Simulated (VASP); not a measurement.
# Pt (Fd-3m) in VASP: a series of runs

Pt is run at these levels: LDA; tasks: single point.

Everything below comes from runs of VASP 6.6.1. Logs are shortened: lines on timing, memory, paths and dates and some standing lists are left out, and cuts for length are marked.

### 1 The cell of the first run

It takes space group Fd-3m (No. 227, cubic). Conventional cell: a = 5.132 Å, b = 5.132 Å, c = 5.132 Å, α = 90.00°, β = 90.00°, γ = 90.00°. Within 2.9 Å of Pt (site symmetry -43m) lie 4 Pt at 2.22 Å.

### 2 Single point, LDA

Contents of INCAR:

```
ALGO = Normal
EDIFF = 1E-7
ENCUT = 520
ISIF = 2
ISMEAR = -5
LASPH = True
LCHARG = True
LELF = True
LREAL = False
LVHAR = True
LWAVE = False
NBANDS = 17
NELM = 80
PREC = Accurate
SIGMA = 0.1
```

Contents of KPOINTS:

```
k-points
0
Gamma
  12 12 12
```

Contents of POSCAR:

```
Pt
1.0
    0.0000000000      2.5661451160      2.5661451160
    2.5661451160      0.0000000000      2.5661451160
    2.5661451160      2.5661451160      0.0000000000
Pt
2
Direct
   -0.1250000000     -0.1250000000     -0.1250000000
    0.1250000000      0.1250000000      0.1250000000
```

Potentials or basis: VASP PAW LDA potentials, release 64 (Pt).

Command:

```sh
cat potpaw_LDA.64/Pt/POTCAR > POTCAR
mpirun -np 1 vasp_std > vasp.out
```

OUTCAR:

```text
EDIFF = 1E-7
   ENCUT = 520
   ISIF = 2
   ISMEAR = -5
   LASPH = True
   LREAL = False
   NELM = 80
   PREC = Accurate

 ion  position               nearest neighbor table
   1  0.875  0.875  0.875-   2 2.22   2 2.22   2 2.22   2 2.22
   2  0.125  0.125  0.125-   1 2.22   1 2.22   1 2.22   1 2.22

  LATTYP: Found a face centered cubic cell.
 ALAT       =     5.1322902320

  Lattice vectors:

 A1 = (   0.0000000000,   2.5661451160,   2.5661451160)
 A2 = (   2.5661451160,   0.0000000000,   2.5661451160)
 A3 = (   2.5661451160,   2.5661451160,   0.0000000000)

Analysis of symmetry for initial positions (statically):
=====================================================================
 Subroutine PRICEL returns:
 Original cell was already a primitive cell.

 Routine SETGRP: Setting up the symmetry group for a
 face centered cubic supercell.

 Subroutine GETGRP returns: Found 48 space group operations
 (whereof 12 operations were pure point group operations)
 out of a pool of 48 trial point group operations.

The static configuration has the point symmetry D_3d.
 The point group associated with its full space group is O_h .

Analysis of symmetry for dynamics (positions and initial velocities):
=====================================================================
 Subroutine PRICEL returns:
 Original cell was already a primitive cell.

 Routine SETGRP: Setting up the symmetry group for a
 face centered cubic supercell.

 Subroutine GETGRP returns: Found 48 space group operations
 (whereof 12 operations were pure point group operations)
 out of a pool of 48 trial point group operations.

The dynamic configuration has the point symmetry D_3d.
 The point group associated with its full space group is O_h .

 Subroutine INISYM returns: Found 48 space group operations
 (whereof 12 operations are pure point group operations),
 and found     1 'primitive' translations

----------------------------------------------------------------------------------------

                                     Primitive cell

  volume of cell :      33.7966

  direct lattice vectors                    reciprocal lattice vectors
     0.000000000  2.566145116  2.566145116    -0.194844788  0.194844788  0.194844788
     2.566145116  0.000000000  2.566145116     0.194844788 -0.194844788  0.194844788
     2.566145116  2.566145116  0.000000000     0.194844788  0.194844788 -0.194844788

  length of vectors
     3.629077226  3.629077226  3.629077226     0.337481072  0.337481072  0.337481072

  position of ions in fractional coordinates (direct lattice)
     0.875000000  0.875000000  0.875000000
     0.125000000  0.125000000  0.125000000

  ion indices of the primitive-cell ions
   primitive index   ion index
                 1           1
                 2           2

----------------------------------------------------------------------------------------

 KPOINTS: k-points

Automatic generation of k-mesh.
 Grid dimensions read from file:
 generate k-points for:   12   12   12

 Generating k-lattice:

  Cartesian coordinates                     Fractional coordinates (reciprocal lattice)
    -0.016237066  0.016237066  0.016237066     0.083333333  0.000000000  0.000000000
     0.016237066 -0.016237066  0.016237066     0.000000000  0.083333333  0.000000000
     0.016237066  0.016237066 -0.016237066     0.000000000  0.000000000  0.083333333

  Length of vectors
     0.028123423  0.028123423  0.028123423

  Shift w.r.t. Gamma in fractional coordinates (k-lattice)
     0.000000000  0.000000000  0.000000000

 TETIRR: Found    247 inequivalent tetrahedra from    10368

 Subroutine IBZKPT returns following result:
 ===========================================

 Found     72 irreducible k-points:

 Following reciprocal coordinates:
            Coordinates               Weight
  0.000000  0.000000  0.000000      1.000000
  0.083333  0.000000  0.000000      8.000000
  0.166667  0.000000  0.000000      8.000000
  0.250000  0.000000  0.000000      8.000000
  0.333333  0.000000  0.000000      8.000000
  0.416667  0.000000  0.000000      8.000000
[... 16 lines left out ...]
  0.500000  0.166667  0.000000     24.000000
 -0.416667  0.166667  0.000000     24.000000
 [... further k-points ...]
   k-points           NKPTS =     72   k-points in BZ     NKDIM =     72   number of bands    NBANDS=     17
   number of dos      NEDOS =    301   number of ions     NIONS =      2
   total plane-waves  NPLWV =  21952
   dimension x,y,z NGX =    28 NGY =   28 NGZ =   28
   dimension x,y,z NGXF=    56 NGYF=   56 NGZF=   56
   ions per type =               2
   NGX,Y,Z   is equivalent  to a cutoff of  12.83, 12.83, 12.83 a.u.
   NGXF,Y,Z  is equivalent  to a cutoff of  25.65, 25.65, 25.65 a.u.
 SYSTEM =  unknown system
   PREC   = accura    normal or accurate (medium, high low for compatibility)
   ISTART =      0    job   : 0-new  1-cont  2-samecut
   ICHARG =      2    charge: 1-file 2-atom 10-const
   ISPIN  =      1    spin polarized calculation?
   LNONCOLLINEAR =      F non collinear calculations
   LSORBIT =      F    spin-orbit coupling
   LASPH  =      T    aspherical Exc in radial PAW
   ENCUT  =  520.0 eV  38.22 Ry    6.18 a.u.   6.75  6.75  6.75*2*pi/ulx,y,z
   NELM   =     80;   NELMIN=  2; NELMDL= -5     # of ELM steps
   EDIFF  = 0.1E-06   stopping-criterion for ELM
   LREAL  =      F    real-space projection
   EDIFFG = 0.1E-05   stopping-criterion for IOM
   NSW    =      0    number of steps for IOM
   IBRION =     -1    ionic relax: 0-MD 1-quasi-New 2-CG
   NFREE  =      0    steps in history (QN), initial steepest desc. (CG)
   ISIF   =      2    stress and relaxation
   ISYM   =      2    0-nonsym 1-usesym 2-fastsym
   POTIM  = 0.5000    time-step for ionic-motion
   TEBEG  =    0.0;   TEEND  =   0.0 temperature during run
   PSTRESS=    0.0 pullay stress
   NELECT =      20.0000    total number of electrons
   NUPDOWN=      -1.0000    fix difference up-down
   EMIN   =  10.00;   EMAX   =-10.00  energy-range for DOS
   EFERMI =   0.00;   METHOD = LEGACY
   ISMEAR =    -5;   SIGMA  =   0.10  broadening in eV -4-tet -1-fermi 0-gaus
   EFERMI_NEDOS =   21; number of points for ismear=-14 and -15
   IALGO  =     38    algorithm
   IMIX   =      4    mixing-type and parameters
     AMIX     =   0.40;   BMIX     =  1.00
     AMIX_MAG =   1.60;   BMIX_MAG =  1.00
  volume/ion in A,a.u.               =      16.90       114.04
  Fermi-wavevector in a.u.,A,eV,Ry     =   1.374444  2.597322 25.702704  1.889095
  Thomas-Fermi vector in A             =   2.499870
   LORBIT       =      0    0 simple, 1 ext, 2 COOP (PROOUT), +10 PAW based schemes
   GGA     = CA    functional components
   LHFCALC =     F    Hartree Fock is set to
   AEXX    =    0.0000 exact exchange contribution
   IVDW    =     0    specifies the selected vdW correction
   LEPSILON=     F    determine dielectric tensor
   LRPA    =     F    only Hartree local field effects (RPA)
 non-spin polarized calculation
 Fermi weights with tetrahedron method with Bloechl corrections
  energy-cutoff  :      520.00
  volume of cell :       33.80
 maximum number of plane-waves:       941
   NGX = 13   NGY = 13   NGZ = 13

 number of electron      19.9999999 magnetization

 Free energy of the ion-electron system (eV)
  ---------------------------------------------------
  ext. energy  EPLUGINS =         0.00000000
  ---------------------------------------------------
  free energy    TOTEN  =       -10.12600498 eV

  energy without entropy =      -10.12600498  energy(sigma->0) =      -10.12600498

 E-fermi :  10.2875     XC(G=0): -12.6482

 val. band max:       10.3338979802   @ k =   0.1667   0.0000   0.0000
 cond. band min:      10.2266881950   @ k =   0.2500   0.0000   0.0000
 fundamental gap:     -0.1072097851
 Fermi energy:        10.2875147534

 k-point     1 :       0.0000    0.0000    0.0000
  band No.  band energies     occupation
      1       0.1860      2.00000
      2       2.7935      2.00000
      3       2.7935      2.00000
      4       3.4932      2.00000
      5       3.4932      2.00000
      6       3.4932      2.00000
[... 9 lines left out ...]
     16      23.1981      0.00000
     17      26.0141      0.00000

 k-point     2 :       0.0833    0.0000    0.0000
  band No.  band energies     occupation
      1       0.3354      2.00000
      2       2.7002      2.00000
      3       2.7002      2.00000
      4       3.4725      2.00000
      5       3.6411      2.00000
      6       3.6411      2.00000
[... 9 lines left out ...]
     16      23.6263      0.00000
     17      24.3069      0.00000

 k-point     3 :       0.1667    0.0000    0.0000
  band No.  band energies     occupation
      1       0.7592      2.00000
      2       2.5779      2.00000
      3       2.5779      2.00000
      4       3.4200      2.00000
      5       3.8832      2.00000
      6       3.8832      2.00000
[... 9 lines left out ...]
     16      23.8386      0.00000
     17      24.2240      0.00000

 k-point     4 :       0.2500    0.0000    0.0000
  band No.  band energies     occupation
      1       1.3722      2.00000
      2       2.5523      2.00000
      3       2.5523      2.00000
      4       3.3532      2.00000
      5       3.9858      2.00000
      6       3.9858      2.00000
[... 9 lines left out ...]
     16      24.4028      0.00000
     17      24.4028      0.00000
[... 343 lines left out ...]
      1       2.0500      2.00000
      2       2.5421      2.00000
      3       3.1221      2.00000
      4       3.1739      2.00000
      5       3.6912      2.00000
      6       4.5441      2.00000
[... 9 lines left out ...]
     16      24.8265      0.00000
     17      26.6182      0.00000

 k-point    23 :       0.5000    0.1667    0.0000
  band No.  band energies     occupation
      1       2.1262      2.00000
      2       2.7599      2.00000
      3       2.9419      2.00000
      4       3.1981      2.00000
      5       3.9189      2.00000
      6       4.2681      2.00000
[... 9 lines left out ...]
     16      25.7446      0.00000
     17      26.9673      0.00000

 k-point    24 :      -0.4167    0.1667    0.0000
  band No.  band energies     occupation
      1       2.1890      2.00000
      2       2.6498      2.00000
      3       2.9727      2.00000
      4       3.2155      2.00000
      5       3.9270      2.00000
      6       4.2523      2.00000
[... 9 lines left out ...]
     16      25.5930      0.00000
     17      26.6327      0.00000

 [... further k-points ...]

------------------------ aborting loop because EDIFF is reached ----------------------------------------

  FORCE on cell =-STRESS in cart. coord.  units (eV):
  Direction    XX          YY          ZZ          XY          YZ          ZX
  --------------------------------------------------------------------------------------
  -------------------------------------------------------------------------------------
  Total       17.9145337     17.9145337     17.9145337      0.0000000      0.0000000      0.0000000
  in kB      849.2634970    849.2634970    849.2634970      0.0000000      0.0000000      0.0000000
  external PRESSURE =     849.2634970 kB  Pullay stress =       0.0000000 kB

 VOLUME and BASIS-vectors are now :
 -----------------------------------------------------------------------------
  energy-cutoff  :      520.00
  volume of cell :       33.80
      direct lattice vectors                 reciprocal lattice vectors
     0.000000000  2.566145116  2.566145116    -0.194844788  0.194844788  0.194844788
     2.566145116  0.000000000  2.566145116     0.194844788 -0.194844788  0.194844788
     2.566145116  2.566145116  0.000000000     0.194844788  0.194844788 -0.194844788

 POSITION                                       TOTAL-FORCE (eV/Angst)
 -----------------------------------------------------------------------------------
      4.49075      4.49075      4.49075         0.000000      0.000000      0.000000
      0.64154      0.64154      0.64154        -0.000000     -0.000000     -0.000000
 -----------------------------------------------------------------------------------
    total drift:                                0.000000     -0.000000     -0.000000

  FREE ENERGIE OF THE ION-ELECTRON SYSTEM (eV)
  ---------------------------------------------------
  free  energy   TOTEN  =       -10.1260049773 eV

  energy  without entropy=      -10.1260049773  energy(sigma->0) =      -10.12600498
```

Run time: 18 s. Hardware: 1 thread of AMD EPYC 9R45 (Zen 5), shared host; peak memory 0.13 GiB.

Results:

- Free energy: -10.1260 eV
- Pressure: 84.9 GPa
- Band gap on the k mesh: zero (band 10 reaches 10.69 eV, above the bottom of band 11 at 9.66 eV)

Caveat: spin-orbit coupling is left out, which moves the levels of the heavy elements; tetrahedron occupations give inexact forces and stress in metals.

### 3 Single point, LDA (volume scaled by 0.95)

Contents of INCAR:

```
PREC = Accurate
ENCUT = 520
EDIFF = 1E-6
ISMEAR = -1
SIGMA = 0.1
LREAL = False
LASPH = True
NELM = 80
ALGO = Normal
ISIF = 2
LWAVE = False
LCHARG = False
GGA = CA
NBANDS = 17
```

Contents of KPOINTS:

```
Automatic mesh
0
Gamma
  12 12 12
```

Contents of POSCAR:

```
Pt
1.0
    0.0000000000      2.7765275864      2.7765275864
    2.7765275864      0.0000000000      2.7765275864
    2.7765275864      2.7765275864      0.0000000000
Pt
2
Direct
   -0.1250000000     -0.1250000000     -0.1250000000
    0.1250000000      0.1250000000      0.1250000000
```

Potentials or basis: VASP PAW LDA potentials, release 64 (Pt).

Command:

```sh
cat potpaw_LDA.64/Pt/POTCAR > POTCAR
mpirun -np 1 vasp_std > vasp.out
```

Run time: 19 s. Hardware: 1 thread of AMD EPYC 9R45 (Zen 5), shared host; peak memory 0.15 GiB.

The run converged. Its results:

```
Free energy            : -12.3875 eV
Pressure               : 8.5 GPa
Band gap on the k mesh : zero (band 10 reaches 6.63 eV, above the bottom of band 11 at 5.90 eV)
```

Levels at points of the mesh, in eV from the Fermi level:
| k point | band 6 | band 7 | band 8 | band 9 | band 10 | band 11 | band 12 | band 13 | band 14 | band 15 |
| --- | --- | --- | --- | --- | --- | --- | --- | --- | --- | --- |
| (0.00, 0.00, 0.00) | -5.03 | -2.22 | -2.22 | -2.22 | -0.04 | -0.04 | 10.85 | 10.95 | 12.41 | 12.41 |
| (0.50, 0.00, 0.00) | -4.92 | -1.86 | -1.60 | -1.60 | -0.48 | -0.48 | 0.81 | 8.48 | 8.48 | 9.85 |
| (0.50, 0.50, 0.00) | -3.87 | -2.93 | -2.93 | -0.18 | -0.18 | 1.37 | 1.37 | 3.80 | 3.80 | 9.87 |

Caveat: spin-orbit coupling is left out, which moves the levels of the heavy elements.

### 4 Single point, LDA (volume scaled by 0.95)

Contents of INCAR:

```
SYSTEM = Pt
ALGO = Normal
EDIFF = 1E-6
ENCUT = 520
GGA = CA
ISIF = 2
ISMEAR = -1
LASPH = .True.
LCHARG = .True.
LELF = .True.
LREAL = .False.
LVHAR = .True.
LWAVE = .False.
NBANDS = 17
NELM = 60
PREC = Accurate
SIGMA = 0.1
```

Contents of KPOINTS:

```
k-points
0
Gamma
  12 12 12
  0 0 0
```

POSCAR is that of step 3.

Potentials or basis: VASP PAW LDA potentials, release 64 (Pt).

Command:

```sh
cat potpaw_LDA.64/Pt/POTCAR > POTCAR
mpirun -np 1 vasp_std > vasp.out
```

OUTCAR:

```text
SYSTEM = Pt
   EDIFF = 1E-6
   ENCUT = 520
   GGA = CA
   ISIF = 2
   ISMEAR = -1
   LASPH = .True.
   LREAL = .False.
   NELM = 60
   PREC = Accurate

 ion  position               nearest neighbor table
   1  0.875  0.875  0.875-   2 2.40   2 2.40   2 2.40   2 2.40
   2  0.125  0.125  0.125-   1 2.40   1 2.40   1 2.40   1 2.40

  LATTYP: Found a face centered cubic cell.
 ALAT       =     5.5530551728

  Lattice vectors:

 A1 = (   0.0000000000,   2.7765275864,   2.7765275864)
 A2 = (   2.7765275864,   0.0000000000,   2.7765275864)
 A3 = (   2.7765275864,   2.7765275864,   0.0000000000)

[... 649 lines left out ...]
      5       1.7333      2.00000
      6       2.0806      2.00000
[... 9 lines left out ...]
     16      20.0347      0.00000
     17      21.3533      0.00000

 [... further k-points ...]
[... 5 lines left out ...]
  --------------------------------------------------------------------------------------
  -------------------------------------------------------------------------------------
  Total        2.2754101      2.2754101      2.2754101      0.0000000     -0.0000000     -0.0000000
  in kB       85.1597339     85.1597339     85.1597339      0.0000000     -0.0000000     -0.0000000
  external PRESSURE =      85.1597339 kB  Pullay stress =       0.0000000 kB

 VOLUME and BASIS-vectors are now :
 -----------------------------------------------------------------------------
  energy-cutoff  :      520.00
  volume of cell :       42.81
      direct lattice vectors                 reciprocal lattice vectors
     0.000000000  2.776527586  2.776527586    -0.180081049  0.180081049  0.180081049
     2.776527586  0.000000000  2.776527586     0.180081049 -0.180081049  0.180081049
     2.776527586  2.776527586  0.000000000     0.180081049  0.180081049 -0.180081049

 POSITION                                       TOTAL-FORCE (eV/Angst)
 -----------------------------------------------------------------------------------
      4.85892      4.85892      4.85892        -0.000000     -0.000000     -0.000000
      0.69413      0.69413      0.69413         0.000000      0.000000      0.000000
 -----------------------------------------------------------------------------------
    total drift:                               -0.000000      0.000000      0.000000

  FREE ENERGIE OF THE ION-ELECTRON SYSTEM (eV)
  ---------------------------------------------------
  free  energy   TOTEN  =       -12.3875440339 eV

  energy  without entropy=      -12.2567134056  energy(sigma->0) =      -12.32212872
```

Wall time 19 s (1 thread of AMD EPYC 9R45 (Zen 5), shared host); peak memory 0.15 GiB.

What came out:

```
Free energy            : -12.3875 eV
Pressure               : 8.5 GPa
Band gap on the k mesh : zero (band 10 reaches 6.63 eV, above the bottom of band 11 at 5.90 eV)
```

Levels at points of the mesh, in eV from the Fermi level:
```
           k point  band 8  band 9  band 10  band 11  band 12  band 13
(0.00, 0.00, 0.00)   -2.22   -2.22    -0.04    -0.04    10.85    10.95
(0.50, 0.00, 0.00)   -1.60   -1.60    -0.48    -0.48     0.81     8.48
(0.50, 0.50, 0.00)   -2.93   -0.18    -0.18     1.37     1.37     3.80
```

Caveat: spin-orbit coupling is left out, which moves the levels of the heavy elements.

(Continued in part 2 of 2.)
